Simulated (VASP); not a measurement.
A run of VASP 6.6.1 is set up as follows.

File INCAR:

```
SYSTEM = Mn
PREC     = Accurate       ! precision mode
ENCUT    = 520            ! plane-wave cutoff, eV
EDIFF    = 1E-6           ! SCF threshold, eV
ISMEAR   = -1             ! smearing method
SIGMA    = 0.06122561905347299 ! smearing width, eV
LREAL    = .FALSE.        ! projectors in reciprocal space
LASPH    = .TRUE.         ! aspherical terms in the spheres
NELM     = 80             ! most SCF steps
ALGO     = Normal         ! electronic algorithm
ISIF     = 2              ! what is computed and relaxed
LWAVE    = .FALSE.        ! write WAVECAR
LCHARG   = .FALSE.        ! write CHGCAR
GGA      = PE             ! functional
NBANDS   = 12             ! bands
```

KPOINTS

```
regular mesh
0
G
  53 53 53
  0 0 0
```

File POSCAR:

```
Mn
1.0
    0.0000000000      1.7862458381      1.7862458381
    1.7862458381      0.0000000000      1.7862458381
    1.7862458381      1.7862458381      0.0000000000
Mn
1
Direct
    0.0000000000      0.0000000000      0.0000000000
```

Potentials or basis: VASP PAW PBE potentials, release 64 (Mn_pv).

The run is started by

```bash
$ cat potpaw_PBE.64/Mn_pv/POTCAR > POTCAR
$ mpirun -np 1 vasp_std > vasp.out
```

Estimate the band gap on the k mesh.

zero (an odd number of electrons rules out a gap without spin polarisation).

Estimate the pressure.

-14.6 GPa.

Caveat: the cell stands under tension; the run has no spin polarisation, though such a crystal can be magnetic. Spin polarisation is off, so any magnetic state and its effect on volume and gap are missing.
